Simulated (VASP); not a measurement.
# CdS (R3m) in VASP: single point with r2SCAN

Aim: the single point of CdS with r2SCAN.

Program: VASP 6.6.1. These are calculated values, not measurements. Logs are shortened: lines on timing, memory, paths and dates and some standing lists are left out, and cuts for length are marked.

## 1. The cell of the first run

Symmetry: R3m, No. 160, trigonal system. The conventional cell has a = 4.115 Å, b = 4.115 Å, c = 10.274 Å, α = 90.00°, β = 90.00°, γ = 120.00°. Within 3.3 Å of Cd (site symmetry 3m) lie 4 S at 2.54 Å. S (site symmetry 3m) has 4 Cd at 2.54 Å within 3.3 Å.

## 2. Single point, r2SCAN, non-collinear spin, zero start, spin-orbit coupling (epitaxial 111 strain -1.0%)

POSCAR reads:

```
CdS
1.0
    0.0373406500      2.9471633446      2.9471633446
    2.9471633446      0.0373406500      2.9471633446
    2.9471633446      2.9471633446      0.0373406500
Cd S
1 1
Direct
    0.0014428210      0.0014428210      0.0014428210
    0.2485571790      0.2485571790      0.2485571790
```

INCAR.step1 reads:

```
SYSTEM = CdS
PREC = Accurate
ENCUT = 520
ISMEAR = -1
SIGMA = 0.02
LREAL = .False.
LASPH = .True.
NELM = 150
LNONCOLLINEAR = .True.
MAGMOM = 0 0 0 0 0 0
LSORBIT = .True.
GGA_COMPAT = .False.
NBANDS = 30
GGA = PE
ALGO = Normal
EDIFF = 1E-4
LWAVE = .True.
LCHARG = .False.
```

INCAR.step2 reads:

```
SYSTEM = CdS
PREC = Accurate
ENCUT = 520
EDIFF = 1E-7
ISMEAR = -1
SIGMA = 0.02
LREAL = .False.
LASPH = .True.
NELM = 150
ALGO = Normal
ISIF = 2
LWAVE = .False.
LCHARG = .True.
LNONCOLLINEAR = .True.
MAGMOM = 0 0 0 0 0 0
LORBIT = 11
LSORBIT = .True.
GGA_COMPAT = .False.
LORBMOM = .True.
METAGGA = R2SCAN
LMIXTAU = .True.
LVHAR = .True.
NBANDS = 30
ISTART = 1
```

KPOINTS reads:

```
regular mesh
0
Gamma
  8 8 8
  0 0 0
```

Potentials or basis: VASP PAW PBE potentials, release 64 (Cd, S).

Command:

```sh
$ cat potpaw_PBE.64/Cd/POTCAR potpaw_PBE.64/S/POTCAR > POTCAR
$ cp INCAR.step1 INCAR
$ mpirun -np 1 vasp_ncl > vasp.out
$ cp INCAR.step2 INCAR
$ mpirun -np 1 vasp_ncl > vasp.out
```

OUTCAR:

```text
SYSTEM = CdS
   PREC = Accurate
   ENCUT = 520
   EDIFF = 1E-7
   ISMEAR = -1
   LREAL = .False.
   LASPH = .True.
   NELM = 150
   ISIF = 2
   LNONCOLLINEAR = .True.
   LORBIT = 11
   LSORBIT = .True.
   METAGGA = R2SCAN
   ISTART = 1

 ion  position               nearest neighbor table
   1  0.001  0.001  0.001-   2 2.54   2 2.54   2 2.54   2 2.54
   2  0.249  0.249  0.249-   1 2.54   1 2.54   1 2.54   1 2.54

  LATTYP: Found a trigonal (rhomboedric) cell.
 ALAT       =     4.1680856378
 COS(alpha) =     0.5126288846

  Lattice vectors:

 A1 = (   0.0373406500,   2.9471633446,   2.9471633446)
 A2 = (   2.9471633446,   0.0373406500,   2.9471633446)
 A3 = (   2.9471633446,   2.9471633446,   0.0373406500)

Analysis of symmetry for initial positions (statically):
=====================================================================
 Subroutine PRICEL returns:
 Original cell was already a primitive cell.

 Routine SETGRP: Setting up the symmetry group for a
 trigonal (rhombohedral) supercell.

 Subroutine GETGRP returns: Found  6 space group operations
 (whereof  6 operations were pure point group operations)
 out of a pool of 12 trial point group operations.

The static configuration has the point symmetry C_3v.

Analysis of symmetry for dynamics (positions and initial velocities):
=====================================================================
 Subroutine PRICEL returns:
 Original cell was already a primitive cell.

 Routine SETGRP: Setting up the symmetry group for a
 trigonal (rhombohedral) supercell.

 Subroutine GETGRP returns: Found  6 space group operations
 (whereof  6 operations were pure point group operations)
 out of a pool of 12 trial point group operations.

The dynamic configuration has the point symmetry C_3v.

Analysis of structural, dynamic, and magnetic symmetry:
=====================================================================
 Subroutine PRICEL returns:
 Original cell was already a primitive cell.

 Routine SETGRP: Setting up the symmetry group for a
 trigonal (rhombohedral) supercell.

 Subroutine GETGRP returns: Found  6 space group operations
 (whereof  6 operations were pure point group operations)
 out of a pool of 12 trial point group operations.

The overall configuration has the point symmetry C_3v.

 Subroutine INISYM returns: Found  6 space group operations
 (whereof  6 operations are pure point group operations),
 and found     1 'primitive' translations

----------------------------------------------------------------------------------------
[... 968 lines left out ...]
    total drift:                               -0.000075     -0.000075     -0.000075

  FREE ENERGIE OF THE ION-ELECTRON SYSTEM (eV)
  ---------------------------------------------------
  free  energy   TOTEN  =       -29.7097222103 eV

  energy  without entropy=      -29.7097222103  energy(sigma->0) =      -29.70972221

 orbital moment (x)

 # of ion     p       d       tot
 ----------------------------------------
  1        -0.000   0.000   0.000
  2         0.000   0.000   0.000
 ----------------------------------------
           -0.000   0.000   0.000

 orbital moment (y)

 # of ion     p       d       tot
 ----------------------------------------
  1        -0.000  -0.000  -0.000
  2         0.000   0.000   0.000
 ----------------------------------------
            0.000  -0.000  -0.000

 orbital moment (z)

 # of ion     p       d       tot
 ----------------------------------------
  1         0.000   0.000   0.000
  2         0.000   0.000   0.000
 ----------------------------------------
            0.000   0.000   0.000

 Spin-Orbit-Coupling matrix elements

 Ion:    1  E_soc:     -0.0541826
 l=   1
     0.0000000    -0.0022161    -0.0022161
    -0.0022161     0.0000000    -0.0022161
    -0.0022161    -0.0022161     0.0000000
 l=   2
     0.0000000    -0.0013923     0.0000000    -0.0013923    -0.0054220
    -0.0013923     0.0000000    -0.0040665    -0.0013923    -0.0013555
     0.0000000    -0.0040665     0.0000000    -0.0040665     0.0000000
    -0.0013923    -0.0013923    -0.0040665     0.0000000    -0.0013555
    -0.0054220    -0.0013555     0.0000000    -0.0013555     0.0000000
 l=   3
     0.0000000     0.0000000     0.0000000     0.0000000     0.0000000     0.0000000     0.0000000
     0.0000000     0.0000000     0.0000000     0.0000000     0.0000000     0.0000000     0.0000000
     0.0000000     0.0000000     0.0000000     0.0000000     0.0000000     0.0000000     0.0000000
     0.0000000     0.0000000     0.0000000     0.0000000     0.0000000     0.0000000     0.0000000
     0.0000000     0.0000000     0.0000000     0.0000000     0.0000000     0.0000000     0.0000000
     0.0000000     0.0000000     0.0000000     0.0000000     0.0000000     0.0000000     0.0000000
     0.0000000     0.0000000     0.0000000     0.0000000     0.0000000     0.0000000     0.0000000

 Ion:    2  E_soc:     -0.0019603
 l=   1
     0.0000000    -0.0003267    -0.0003267
    -0.0003267     0.0000000    -0.0003267
    -0.0003267    -0.0003267     0.0000000
 l=   2
     0.0000000     0.0000000     0.0000000     0.0000000     0.0000000
     0.0000000     0.0000000     0.0000000     0.0000000     0.0000000
     0.0000000     0.0000000     0.0000000     0.0000000     0.0000000
     0.0000000     0.0000000     0.0000000     0.0000000     0.0000000
     0.0000000     0.0000000     0.0000000     0.0000000     0.0000000
 l=   3
     0.0000000     0.0000000     0.0000000     0.0000000     0.0000000     0.0000000     0.0000000
     0.0000000     0.0000000     0.0000000     0.0000000     0.0000000     0.0000000     0.0000000
     0.0000000     0.0000000     0.0000000     0.0000000     0.0000000     0.0000000     0.0000000
     0.0000000     0.0000000     0.0000000     0.0000000     0.0000000     0.0000000     0.0000000
     0.0000000     0.0000000     0.0000000     0.0000000     0.0000000     0.0000000     0.0000000
     0.0000000     0.0000000     0.0000000     0.0000000     0.0000000     0.0000000     0.0000000
     0.0000000     0.0000000     0.0000000     0.0000000     0.0000000     0.0000000     0.0000000

 total charge

# of ion       s       p       d       tot
------------------------------------------
    1        0.404   0.315   9.581  10.300
    2        1.311   2.427   0.000   3.738
--------------------------------------------------
tot          1.715   2.742   9.581  14.038

 magnetization (x)

# of ion       s       p       d       tot
------------------------------------------
    1        0.000   0.000   0.000   0.000
    2       -0.000  -0.000   0.000  -0.000
--------------------------------------------------
tot          0.000  -0.000   0.000  -0.000

 magnetization (y)

# of ion       s       p       d       tot
------------------------------------------
    1       -0.000   0.000   0.000  -0.000
    2        0.000   0.000   0.000   0.000
--------------------------------------------------
tot         -0.000   0.000   0.000   0.000

 magnetization (z)

# of ion       s       p       d       tot
------------------------------------------
    1        0.000   0.000   0.000   0.000
    2       -0.000  -0.000   0.000  -0.000
--------------------------------------------------
tot          0.000  -0.000   0.000  -0.000
```

OUTCAR.step1:

```text
SYSTEM = CdS
   PREC = Accurate
   ENCUT = 520
   ISMEAR = -1
   LREAL = .False.
   LASPH = .True.
[... 1076 lines left out ...]
     0.0000000     0.0000000     0.0000000     0.0000000     0.0000000     0.0000000     0.0000000
     0.0000000     0.0000000     0.0000000     0.0000000     0.0000000     0.0000000     0.0000000
     0.0000000     0.0000000     0.0000000     0.0000000     0.0000000     0.0000000     0.0000000
     0.0000000     0.0000000     0.0000000     0.0000000     0.0000000     0.0000000     0.0000000
     0.0000000     0.0000000     0.0000000     0.0000000     0.0000000     0.0000000     0.0000000
     0.0000000     0.0000000     0.0000000     0.0000000     0.0000000     0.0000000     0.0000000

=======================================================================

 ========================================================
```

OSZICAR.step1:

```text
N       E                     dE             d eps       ncg     rms          rms(c)
DAV:   1     0.125282354184E+03    0.12528E+03   -0.87371E+03  7248   0.110E+03
DAV:   2     0.102628313952E+00   -0.12518E+03   -0.11898E+03  7980   0.288E+02
DAV:   3    -0.664128913900E+01   -0.67439E+01   -0.66962E+01  8594   0.681E+01
DAV:   4    -0.670452452063E+01   -0.63235E-01   -0.63209E-01  8200   0.639E+00
DAV:   5    -0.670546698042E+01   -0.94246E-03   -0.94244E-03  8762   0.762E-01    0.804E+00
DAV:   6    -0.617264026481E+01    0.53283E+00   -0.73876E-01  9694   0.124E+01    0.637E+00
DAV:   7    -0.615977683152E+01    0.12863E-01   -0.27981E-01  8310   0.377E+00    0.320E+00
DAV:   8    -0.615999470270E+01   -0.21787E-03   -0.27279E-02  8070   0.217E+00    0.431E-01
DAV:   9    -0.615916119193E+01    0.83351E-03   -0.34367E-03  8166   0.977E-01    0.234E-01
DAV:  10    -0.615932528230E+01   -0.16409E-03   -0.58376E-04  8118   0.179E-01    0.725E-02
DAV:  11    -0.615944460251E+01   -0.11932E-03   -0.24579E-04  7566   0.202E-01    0.443E-02
DAV:  12    -0.615944657833E+01   -0.19758E-05   -0.82773E-05  6708   0.108E-01
   1 F= -.61594466E+01 E0= -.61594466E+01  d E =-.263005E-11  mag=    -0.0000     0.0000    -0.0000
```

It took 12 min on 1 thread of Intel Xeon 6975P-C (Granite Rapids), shared host; peak memory 0.52 GiB.

What came out:

| Item | Value |
| --- | --- |
| Free energy | -29.7097 eV |
| Pressure | 0.9 GPa |
| Net moment | 0.00 μB per cell |
| Valence electrons inside the program's atomic spheres | Cd 10.30; S 3.74 |

Moments on the atoms (μB; x, y, z):
```
Cd  0.00 0.00 0.00
S   0.00 0.00 0.00
```

Caveat: the cell differs from its parent crystal (epitaxial 111 strain -1.0%); the PAW data sets were made with another functional, which shifts forces and pressure a little.
